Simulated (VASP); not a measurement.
**YIn3N4: single point with PBE**

Crystal: YIn3N4.

```
In Y N
1.0
     3.61713    0.00000    0.00000
    -1.80856    3.13253    0.00000
     0.00000    0.00000   11.46001
In Y N
3 1 4
Direct
  0.33333 0.66667 0.00363
  0.33333 0.66667 0.49374
  0.66667 0.33333 0.24854
  0.66667 0.33333 0.74447
  0.33333 0.66667 0.19346
  0.33333 0.66667 0.68250
  0.66667 0.33333 0.43864
  0.66667 0.33333 0.94501
```

```
Program             : VASP 6.6.1
Task                : single point
Functional          : PBE
Potentials or basis : VASP PAW PBE potentials, release 64 (In_d, Y_sv, N)
Cutoff              : 520 eV
k mesh              : 12 × 12 × 2
Occupations         : gaussian, width 0.01 eV
Spin                : no spin polarisation
```

- Pressure: 3.1 GPa
- Largest force: 0.162 eV/Å
- Band gap on the k mesh: 0.41 eV (least direct gap 0.41 eV)

Forces in eV/Å, atoms in the order of the input:
```
In   0.000  0.000 -0.061
In   0.000  0.000  0.000
In   0.000  0.000 -0.019
Y    0.000  0.000  0.046
N    0.000  0.000  0.021
N    0.000  0.000  0.162
N    0.000  0.000  0.012
N    0.000  0.000 -0.162
```

Stress tensor (GPa, compression positive):
```
3.06 0.00 0.00
0.00 3.06 0.00
0.00 0.00 3.24
```

Levels at points of the mesh, in eV from the valence-band top:
```
           k point  band 33  band 34  band 35  band 36  band 37  band 38
(0.00, 0.00, 0.00)    -0.22    -0.01    -0.01     0.41     2.30     2.39
(0.50, 0.00, 0.00)    -0.95    -0.51    -0.40     3.27     3.56     3.94
(0.00, 0.00, 0.50)    -0.31     0.00     0.00     1.14     1.56     2.62
(0.50, 0.00, 0.50)    -0.93    -0.61    -0.34     3.03     3.57     4.14
```

It took 2.5 min on 1 thread of Intel(R) Xeon(R) 6975P-C (Granite Rapids) (shared host), peak memory 0.38 GiB.

Caveat: the cell stands under pressure; spin-orbit coupling is left out, which moves the levels of the heavy elements.
